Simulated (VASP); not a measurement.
# Be (P6/mmm) in VASP: further runs

The runs below take Be through single point, with revPBE.

Everything below comes from runs of VASP 6.6.1. Logs are shortened: lines on timing, memory, paths and dates and some standing lists are left out, and cuts for length are marked.

## (1) The cell of the first run

Symmetry: P6/mmm, No. 191, hexagonal system. The conventional cell has a = 3.595 Å, b = 3.595 Å, c = 2.213 Å, α = 90.00°, β = 90.00°, γ = 120.00°. Within 2.9 Å of Be (site symmetry 6/mmm) lie 14 Be at 2.21 to 2.35 Å. Be (site symmetry -6m2) has 11 Be at 2.08 to 2.35 Å within 2.7 Å.

This isn't the form of Be at room conditions, which is hcp.

## (2) Single point, revPBE

Input file INCAR:

```
ALGO = Normal
EDIFF = 1E-6
ENCUT = 520
GGA = RE
ISIF = 2
ISMEAR = -1
LASPH = True
LCHARG = False
LREAL = False
LWAVE = False
NBANDS = 10
NELM = 60
PREC = Accurate
SIGMA = 0.1
```

Input file KPOINTS:

```
k-points
0
Gamma
  10 10 14
```

Input file POSCAR:

```
Be
1.0
    3.5948307396      0.0000000000      0.0000000000
   -1.7974153698      3.1132147428      0.0000000000
    0.0000000000      0.0000000000      2.2130332886
Be
3
Direct
    0.0000000000      0.0000000000      0.0000000000
    0.3333333333      0.6666666667      0.5000000000
    0.6666666667      0.3333333333      0.5000000000
```

Potentials or basis: VASP PAW PBE potentials, release 64 (Be).

Command:

```
cat potpaw_PBE.64/Be/POTCAR > POTCAR
mpirun -np 1 vasp_std > vasp.out
```

OUTCAR:

```text
EDIFF = 1E-6
   ENCUT = 520
   GGA = RE
   ISIF = 2
   ISMEAR = -1
   LASPH = True
   LREAL = False
   NELM = 60
   PREC = Accurate

 ion  position               nearest neighbor table
   1  0.000  0.000  0.000-   2 2.35   3 2.35   2 2.35   3 2.35   3 2.35   3 2.35   2 2.35   2 2.35
                             3 2.35   3 2.35   2 2.35   2 2.35
   2  0.333  0.667  0.500-   3 2.08   3 2.08   3 2.08   1 2.35   1 2.35   1 2.35   1 2.35   1 2.35
                             1 2.35
   3  0.667  0.333  0.500-   2 2.08   2 2.08   2 2.08   1 2.35   1 2.35   1 2.35   1 2.35   1 2.35
                             1 2.35

  LATTYP: Found a hexagonal cell.
 ALAT       =     3.5948307396
 C/A-ratio  =     0.6156154347

  Lattice vectors:

 A1 = (   3.5948307396,   0.0000000000,   0.0000000000)
 A2 = (  -1.7974153698,   3.1132147428,   0.0000000000)
 A3 = (   0.0000000000,   0.0000000000,   2.2130332886)

Analysis of symmetry for initial positions (statically):
=====================================================================
 Subroutine PRICEL returns:
 Original cell was already a primitive cell.

 Routine SETGRP: Setting up the symmetry group for a
 hexagonal supercell.

 Subroutine GETGRP returns: Found 24 space group operations
 (whereof 24 operations were pure point group operations)
 out of a pool of 24 trial point group operations.

The static configuration has the point symmetry D_6h.

Analysis of symmetry for dynamics (positions and initial velocities):
=====================================================================
 Subroutine PRICEL returns:
 Original cell was already a primitive cell.

 Routine SETGRP: Setting up the symmetry group for a
 hexagonal supercell.

 Subroutine GETGRP returns: Found 24 space group operations
 (whereof 24 operations were pure point group operations)
 out of a pool of 24 trial point group operations.

The dynamic configuration has the point symmetry D_6h.

 Subroutine INISYM returns: Found 24 space group operations
 (whereof 24 operations are pure point group operations),
 and found     1 'primitive' translations

----------------------------------------------------------------------------------------

                                     Primitive cell

  volume of cell :      24.7671

  direct lattice vectors                    reciprocal lattice vectors
     3.594830740  0.000000000  0.000000000     0.278177214  0.160605689  0.000000000
    -1.797415370  3.113214743  0.000000000     0.000000000  0.321211379  0.000000000
[... 96 lines left out ...]
   TEBEG  =    0.0;   TEEND  =   0.0 temperature during run
   PSTRESS=    0.0 pullay stress
   NELECT =       6.0000    total number of electrons
   NUPDOWN=      -1.0000    fix difference up-down
   EMIN   =  10.00;   EMAX   =-10.00  energy-range for DOS
   EFERMI =   0.00;   METHOD = LEGACY
   ISMEAR =    -1;   SIGMA  =   0.10  broadening in eV -4-tet -1-fermi 0-gaus
   EFERMI_NEDOS =   21; number of points for ismear=-14 and -15
   IALGO  =     38    algorithm
   IMIX   =      4    mixing-type and parameters
     AMIX     =   0.40;   BMIX     =  1.00
     AMIX_MAG =   1.60;   BMIX_MAG =  1.00
  volume/ion in A,a.u.               =       8.26        55.71
  Fermi-wavevector in a.u.,A,eV,Ry     =   1.020548  1.928556 14.170715  1.041518
  Thomas-Fermi vector in A             =   2.154124
   LORBIT       =      0    0 simple, 1 ext, 2 COOP (PROOUT), +10 PAW based schemes
   GGA     = RE    functional components
   LHFCALC =     F    Hartree Fock is set to
   AEXX    =    0.0000 exact exchange contribution
   IVDW    =     0    specifies the selected vdW correction
   LEPSILON=     F    determine dielectric tensor
   LRPA    =     F    only Hartree local field effects (RPA)
 non-spin polarized calculation
  energy-cutoff  :      520.00
  volume of cell :       24.77
 maximum number of plane-waves:       704
 NGX is ok and might be reduce to    28
   NGX = 13   NGY = 13   NGZ =  9

 number of electron       6.0000000 magnetization

 Free energy of the ion-electron system (eV)
  ---------------------------------------------------
  ext. energy  EPLUGINS =         0.00000000
  ---------------------------------------------------
  free energy    TOTEN  =       -10.12486744 eV

  energy without entropy =      -10.10697737  energy(sigma->0) =      -10.11592240

 E-fermi :   7.3335     XC(G=0): -10.4684

 val. band max:        7.3139994740   @ k =   0.5000   0.0000   0.3571
 cond. band min:       7.4218531662   @ k =   0.3000   0.3000   0.5000
 fundamental gap:      0.1078536922
 Fermi energy:         7.3335245412

 k-point     1 :       0.0000    0.0000    0.0000
  band No.  band energies     occupation
      1      -4.3999      2.00000
      2       6.1958      1.99998
      3       6.1958      1.99998
      4       6.4134      1.99980
      5       6.4134      1.99980
      6      12.6390      0.00000
      7      12.8615      0.00000
      8      17.7839      0.00000
      9      26.2579      0.00000
     10      26.3150      0.00000
[... 287 lines left out ...]
 k-point    24 :       0.4000    0.1000    0.0714
  band No.  band energies     occupation
      1      -1.8530      2.00000
      2      -0.7009      2.00000
      3       2.2113      2.00000
      4       8.6261      0.00000
      5      15.0131      0.00000
      6      17.4281      0.00000
      7      18.3826      0.00000
      8      19.2895      0.00000
      9      19.8586      0.00000
     10      20.7449      0.00000

 [... further k-points ...]

------------------------ aborting loop because EDIFF is reached ----------------------------------------

  FORCE on cell =-STRESS in cart. coord.  units (eV):
  Direction    XX          YY          ZZ          XY          YZ          ZX
  --------------------------------------------------------------------------------------
  -------------------------------------------------------------------------------------
  Total        0.0070317      0.0070317     -0.0040531      0.0000000      0.0000000      0.0000000
  in kB        0.4548816      0.4548816     -0.2621908      0.0000000      0.0000000      0.0000000
  external PRESSURE =       0.2158575 kB  Pullay stress =       0.0000000 kB

 VOLUME and BASIS-vectors are now :
 -----------------------------------------------------------------------------
  energy-cutoff  :      520.00
  volume of cell :       24.77
      direct lattice vectors                 reciprocal lattice vectors
     3.594830740  0.000000000  0.000000000     0.278177214  0.160605689  0.000000000
    -1.797415370  3.113214743  0.000000000     0.000000000  0.321211379  0.000000000
     0.000000000  0.000000000  2.213033289     0.000000000  0.000000000  0.451868485

 POSITION                                       TOTAL-FORCE (eV/Angst)
 -----------------------------------------------------------------------------------
      0.00000      0.00000      0.00000        -0.000000      0.000000      0.000000
     -0.00000      2.07548      1.10652        -0.000000      0.000000      0.000000
      1.79742      1.03774      1.10652         0.000000     -0.000000     -0.000000
 -----------------------------------------------------------------------------------
    total drift:                                0.000000     -0.000000     -0.000000

  FREE ENERGIE OF THE ION-ELECTRON SYSTEM (eV)
  ---------------------------------------------------
  free  energy   TOTEN  =       -10.1248674365 eV

  energy  without entropy=      -10.1069773697  energy(sigma->0) =      -10.11592240
```

OSZICAR:

```text
N       E                     dE             d eps       ncg     rms          rms(c)
DAV:   1     0.627660746980E+00    0.62766E+00   -0.28056E+03  2240   0.508E+02
DAV:   2    -0.996757635135E+01   -0.10595E+02   -0.10133E+02  3144   0.833E+01
DAV:   3    -0.101818086394E+02   -0.21423E+00   -0.21203E+00  2940   0.830E+00
DAV:   4    -0.101823076211E+02   -0.49898E-03   -0.49878E-03  2964   0.435E-01
DAV:   5    -0.101823085369E+02   -0.91576E-06   -0.91596E-06  2806   0.152E-02    0.136E+00
DAV:   6    -0.101405712669E+02    0.41737E-01   -0.76657E-03  2670   0.936E-01    0.828E-01
DAV:   7    -0.101249154256E+02    0.15656E-01   -0.64643E-03  2622   0.848E-01    0.752E-02
DAV:   8    -0.101248665821E+02    0.48844E-04   -0.12831E-04  2868   0.699E-02    0.126E-02
DAV:   9    -0.101248674365E+02   -0.85442E-06   -0.51184E-06  3138   0.135E-02
   1 F= -.10124867E+02 E0= -.10115922E+02  d E =-.178901E-01
```

Wall time 15 s (1 thread of Intel Xeon 8259CL, shared host); peak memory 0.14 GiB.

What came out:

```
Free energy            : -10.1249 eV
Pressure               : 0.0 GPa
Band gap on the k mesh : zero (bands 3 and 4 overlap by 4.67 eV)
```

Caveat: the PAW data sets were made with another functional, which shifts forces and pressure a little.

## (3) Single point, revPBE (7.27 Å³/atom)

This run uses another cell than the first one, of 7.27 Å³/atom.

Input file INCAR:

```
PREC = Accurate
ENCUT = 520
EDIFF = 1E-6
ISMEAR = -1
SIGMA = 0.1
LREAL = False
LASPH = True
NELM = 60
ALGO = Normal
ISIF = 2
LWAVE = False
LCHARG = False
GGA = RE
NBANDS = 10
```

Input file KPOINTS:

```
regular mesh
0
Gamma
  11 11 16
```

Input file POSCAR:

```
Be
1.0
    3.4448686777      0.0000000000      0.0000000000
   -1.7224343388      2.9833437876      0.0000000000
    0.0000000000      0.0000000000      2.1207143287
Be
3
Direct
    0.0000000000      0.0000000000      0.0000000000
    0.3333333333      0.6666666667      0.5000000000
    0.6666666667      0.3333333333      0.5000000000
```

Potentials or basis: VASP PAW PBE potentials, release 64 (Be).

Command:

```
cat potpaw_PBE.64/Be/POTCAR > POTCAR
mpirun -np 1 vasp_std > vasp.out
```

OUTCAR:

```text
PREC = Accurate
   ENCUT = 520
   EDIFF = 1E-6
   ISMEAR = -1
   LREAL = False
   LASPH = True
   NELM = 60
   ISIF = 2
   GGA = RE

 ion  position               nearest neighbor table
   1  0.000  0.000  0.000-   2 2.25   3 2.25   2 2.25   3 2.25   2 2.25   2 2.25   3 2.25   3 2.25
                             3 2.25   3 2.25   2 2.25   2 2.25
   2  0.333  0.667  0.500-   3 1.99   3 1.99   3 1.99   1 2.25   1 2.25   1 2.25   1 2.25   1 2.25
                             1 2.25
   3  0.667  0.333  0.500-   2 1.99   2 1.99   2 1.99   1 2.25   1 2.25   1 2.25   1 2.25   1 2.25
                             1 2.25

  LATTYP: Found a hexagonal cell.
 ALAT       =     3.4448686777
 C/A-ratio  =     0.6156154348

  Lattice vectors:

 A1 = (   3.4448686777,   0.0000000000,   0.0000000000)
 A2 = (  -1.7224343388,   2.9833437876,   0.0000000000)
 A3 = (   0.0000000000,   0.0000000000,   2.1207143287)

Analysis of symmetry for initial positions (statically):
=====================================================================
 Subroutine PRICEL returns:
 Original cell was already a primitive cell.

 Routine SETGRP: Setting up the symmetry group for a
 hexagonal supercell.

 Subroutine GETGRP returns: Found 24 space group operations
 (whereof 24 operations were pure point group operations)
 out of a pool of 24 trial point group operations.

The static configuration has the point symmetry D_6h.

Analysis of symmetry for dynamics (positions and initial velocities):
=====================================================================
 Subroutine PRICEL returns:
 Original cell was already a primitive cell.

 Routine SETGRP: Setting up the symmetry group for a
 hexagonal supercell.

 Subroutine GETGRP returns: Found 24 space group operations
 (whereof 24 operations were pure point group operations)
 out of a pool of 24 trial point group operations.

The dynamic configuration has the point symmetry D_6h.

 Subroutine INISYM returns: Found 24 space group operations
[... 124 lines left out ...]
   GGA     = RE    functional components
   LHFCALC =     F    Hartree Fock is set to
   AEXX    =    0.0000 exact exchange contribution
   IVDW    =     0    specifies the selected vdW correction
   LEPSILON=     F    determine dielectric tensor
   LRPA    =     F    only Hartree local field effects (RPA)
 non-spin polarized calculation
  energy-cutoff  :      520.00
  volume of cell :       21.80
 maximum number of plane-waves:       600
 NGX is ok and might be reduce to    28
   NGX = 13   NGY = 13   NGZ =  7

 number of electron       6.0000000 magnetization

 Free energy of the ion-electron system (eV)
  ---------------------------------------------------
  ext. energy  EPLUGINS =         0.00000000
  ---------------------------------------------------
  free energy    TOTEN  =        -9.97521228 eV

  energy without entropy =       -9.95721534  energy(sigma->0) =       -9.96621381

 E-fermi :   8.5637     XC(G=0): -10.8911

 val. band max:        8.5217458299   @ k =   0.1818   0.0000   0.3750
 cond. band min:       8.5865903037   @ k =   0.1818   0.1818   0.5000
 fundamental gap:      0.0648444738
 Fermi energy:         8.5636759006

 k-point     1 :       0.0000    0.0000    0.0000
  band No.  band energies     occupation
      1      -4.0429      2.00000
      2       7.1409      2.00000
      3       7.1409      2.00000
      4       7.3810      1.99999
      5       7.3810      1.99999
      6      14.7165      0.00000
      7      15.0360      0.00000
      8      19.9476      0.00000
      9      29.4448      0.00000
     10      29.4751      0.00000
[... 287 lines left out ...]
 k-point    24 :       0.1818    0.0909    0.0625
  band No.  band energies     occupation
      1      -3.2464      2.00000
      2       3.2555      2.00000
      3       3.9867      2.00000
      4      10.0356      0.00000
      5      11.5379      0.00000
      6      16.8471      0.00000
      7      17.4914      0.00000
      8      20.3001      0.00000
      9      25.9374      0.00000
     10      27.1569      0.00000

 [... further k-points ...]

------------------------ aborting loop because EDIFF is reached ----------------------------------------

  FORCE on cell =-STRESS in cart. coord.  units (eV):
  Direction    XX          YY          ZZ          XY          YZ          ZX
  --------------------------------------------------------------------------------------
  -------------------------------------------------------------------------------------
  Total        2.5920801      2.5920801      2.0026901      0.0000000     -0.0000000     -0.0000000
  in kB      190.5464511    190.5464511    147.2197885      0.0000000     -0.0000000     -0.0000000
  external PRESSURE =     176.1042302 kB  Pullay stress =       0.0000000 kB

 VOLUME and BASIS-vectors are now :
 -----------------------------------------------------------------------------
  energy-cutoff  :      520.00
  volume of cell :       21.80
      direct lattice vectors                 reciprocal lattice vectors
     3.444868678  0.000000000  0.000000000     0.290286828  0.167597178  0.000000000
    -1.722434339  2.983343788  0.000000000     0.000000000  0.335194356  0.000000000
     0.000000000  0.000000000  2.120714329     0.000000000  0.000000000  0.471539229

 POSITION                                       TOTAL-FORCE (eV/Angst)
 -----------------------------------------------------------------------------------
      0.00000      0.00000      0.00000         0.000000      0.000000      0.000000
     -0.00000      1.98890      1.06036        -0.000000      0.000000      0.000000
      1.72243      0.99445      1.06036         0.000000      0.000000     -0.000000
 -----------------------------------------------------------------------------------
    total drift:                                0.000000     -0.000000     -0.000000

  FREE ENERGIE OF THE ION-ELECTRON SYSTEM (eV)
  ---------------------------------------------------
  free  energy   TOTEN  =        -9.9752122775 eV

  energy  without entropy=       -9.9572153443  energy(sigma->0) =       -9.96621381
```

OSZICAR:

```text
N       E                     dE             d eps       ncg     rms          rms(c)
DAV:   1     0.163352709143E+01    0.16335E+01   -0.28478E+03  2888   0.510E+02
DAV:   2    -0.985106497098E+01   -0.11485E+02   -0.10961E+02  4114   0.911E+01
DAV:   3    -0.100477366594E+02   -0.19667E+00   -0.19506E+00  3854   0.820E+00
DAV:   4    -0.100481093908E+02   -0.37273E-03   -0.37253E-03  3764   0.364E-01
DAV:   5    -0.100481098617E+02   -0.47087E-06   -0.47064E-06  3510   0.119E-02    0.153E+00
DAV:   6    -0.999279750254E+01    0.55312E-01   -0.11539E-02  3354   0.135E+00    0.945E-01
DAV:   7    -0.997520263818E+01    0.17595E-01   -0.97370E-03  3250   0.124E+00    0.566E-02
DAV:   8    -0.997520652580E+01   -0.38876E-05   -0.53807E-05  3856   0.494E-02    0.177E-02
DAV:   9    -0.997521103541E+01   -0.45096E-05   -0.53683E-06  3518   0.129E-02    0.271E-03
DAV:  10    -0.997521230210E+01   -0.12667E-05   -0.85141E-07  2518   0.461E-03    0.430E-04
DAV:  11    -0.997521227748E+01    0.24616E-07   -0.17863E-08  1990   0.108E-03
   1 F= -.99752123E+01 E0= -.99662138E+01  d E =-.179969E-01
```

Wall time 22 s (1 thread of Intel Xeon 8259CL, shared host); peak memory 0.15 GiB.

What came out:

| Quantity | Value |
| --- | --- |
| Free energy | -9.9752 eV |
| Pressure | 17.6 GPa |
| Band gap on the k mesh | zero (bands 3 and 4 overlap by 5.19 eV) |

Caveat: the cell stands under pressure; the PAW data sets were made with another functional, which shifts forces and pressure a little.
